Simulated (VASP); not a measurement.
A run of VASP 6.6.1 is set up as follows.

The input INCAR:

```
SYSTEM = Ge
PREC = Accurate ; ENCUT = 520
EDIFF = 1E-6 ; ISMEAR = -1
SIGMA = 0.02 ; LREAL = .FALSE.
LASPH = .TRUE. ; NELM = 80
ALGO = Normal ; ISIF = 2
LWAVE = .FALSE. ; LCHARG = .FALSE.
GGA = PE ; NBANDS = 21
```

KPOINTS

```
regular mesh
0
G
  6 6 6
  0 0 0
```

Contents of POSCAR:

```
Ge
1.0
    0.0000000000      2.9092181798      2.9092181798
    2.9092181798      0.0000000000      2.9092181798
    2.9092181798      2.9092181798      0.0000000000
Ge
2
Direct
    0.0000000000      0.0000000000      0.0000000000
    0.2500000000      0.2500000000      0.2500000000
```

Potentials or basis: VASP PAW PBE potentials, release 64 (Ge_d).

Run with:

```sh
$ cat potpaw_PBE.64/Ge_d/POTCAR > POTCAR
$ mpirun -np 1 vasp_std > vasp.out
```

Problem. What does it give for the band gap on the k mesh?

Solution. Zero (band 14 reaches 4.22 eV, above the bottom of band 15 at 4.16 eV).

Problem. Estimate the pressure.

Solution. -1.5 GPa.
